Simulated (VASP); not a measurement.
Write the native input for VASP 6.6.1 that does the following.

```yaml
Task: single point
Functional: r2SCAN
Potentials_or_basis: VASP PAW PBE potentials, release 64 (Cu)
Cutoff: 520 eV
k_mesh: 15 × 15 × 15
Occupations: fermi-dirac, width 0.1 eV
Spin: no spin polarisation
Dipole_correction: no
Further_INCAR_settings: ALGO = Normal; EDIFF = 1e-07; NBANDS = 12
```

Cu:

```
CELL_PARAMETERS angstrom
2.40026 0.00000 0.00000
0.00000 2.40026 0.00000
0.00000 0.00000 2.40026
ATOMIC_POSITIONS crystal
Cu 0.00000 0.00000 0.00000
```

This cell differs from its parent crystal: volume scaled by 1.04.

The input as run:

POSCAR

```
Cu
1.0
    2.4002615042      0.0000000000      0.0000000000
    0.0000000000      2.4002615042      0.0000000000
    0.0000000000      0.0000000000      2.4002615042
Cu
1
Direct
    0.0000000000      0.0000000000      0.0000000000
```

INCAR.step1

```
SYSTEM = Cu
  PREC = Accurate
  ENCUT = 520
  ISMEAR = -1
  SIGMA = 0.1
  LREAL = .False.
  LASPH = .True.
  NELM = 60
  NBANDS = 12
  GGA = PE
  ALGO = Normal
  EDIFF = 1E-4
  LWAVE = .True.
  LCHARG = .False.
```

INCAR.step2

```
SYSTEM = Cu
  PREC = Accurate
  ENCUT = 520
  EDIFF = 1E-7
  ISMEAR = -1
  SIGMA = 0.1
  LREAL = .False.
  LASPH = .True.
  NELM = 60
  ALGO = Normal
  ISIF = 2
  LWAVE = .False.
  LCHARG = .True.
  METAGGA = R2SCAN
  LMIXTAU = .True.
  LELF = .True.
  LVHAR = .True.
  NBANDS = 12
  ISTART = 1
```

KPOINTS

```
regular mesh
0
Gamma
  15 15 15
  0 0 0
```

Potentials or basis: VASP PAW PBE potentials, release 64 (Cu).

Command:

```sh
$ cat potpaw_PBE.64/Cu/POTCAR > POTCAR
$ cp INCAR.step1 INCAR
$ mpirun -np 1 vasp_std > vasp.out
$ cp INCAR.step2 INCAR
$ mpirun -np 1 vasp_std > vasp.out
```

It gave:

| Quantity | Value |
| --- | --- |
| Pressure | -3.8 GPa |

Caveat: the PAW data sets were made with another functional, which shifts forces and pressure a little.

Wall time 44 s on 1 thread of Intel Xeon 6975P-C, on a shared host, peak memory 0.13 GiB.
